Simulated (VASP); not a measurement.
Write the native input for VASP 6.6.1 that does the following.

```yaml
Task: single point
Functional: PBE
Potentials_or_basis: VASP PAW PBE potentials, release 64 (Sr_sv, Ti_sv, O)
Cutoff: 520 eV
k_mesh: 6 × 6 × 6
Occupations: gaussian, width 0.01 eV
Spin: no spin polarisation
Dipole_correction: no
Further_INCAR_settings: ALGO = Normal; EDIFF = 1e-06; NBANDS = 28
```

The structure of SrTiO3 (Tausonite) lies in POSCAR:

```
SrTiO3
1.0
    3.8966539479      0.0000000000      0.0000000000
    0.0000000000      3.8966539479      0.0000000000
    0.0000000000      0.0000000000      3.8966539479
Sr Ti O
1 1 3
Direct
    0.5000000000      0.5000000000      0.5000000000
    0.0000000000      0.0000000000      0.0000000000
    0.5000000000      0.0000000000      0.0000000000
    0.0000000000      0.5000000000      0.0000000000
    0.0000000000      0.0000000000      0.5000000000
```

This cell differs from its parent crystal: volume changed by -3%.

These files were run (other wordings do the same):

INCAR

```
ALGO = Normal
EDIFF = 1E-6
ENCUT = 520
GGA = PE
ISIF = 2
ISMEAR = 0
LASPH = True
LCHARG = False
LREAL = False
LWAVE = False
NBANDS = 28
NELM = 60
PREC = Accurate
SIGMA = 0.01
```

KPOINTS

```
k-points
0
Gamma
  6 6 6
```

Potentials or basis: VASP PAW PBE potentials, release 64 (Sr_sv, Ti_sv, O).

Launch:

```console
$ cat potpaw_PBE.64/Sr_sv/POTCAR potpaw_PBE.64/Ti_sv/POTCAR potpaw_PBE.64/O/POTCAR > POTCAR
$ mpirun -np 1 vasp_std > vasp.out
```

Results of the run:

```json
{
  "Pressure": "6.2 GPa",
  "Band gap on the k mesh": "1.87 eV, indirect (least direct gap 2.22 eV)"
}
```

Wall time 28 s on 1 thread of Intel(R) Xeon(R) 6975P-C (Granite Rapids), on a shared host, peak memory 0.18 GiB.
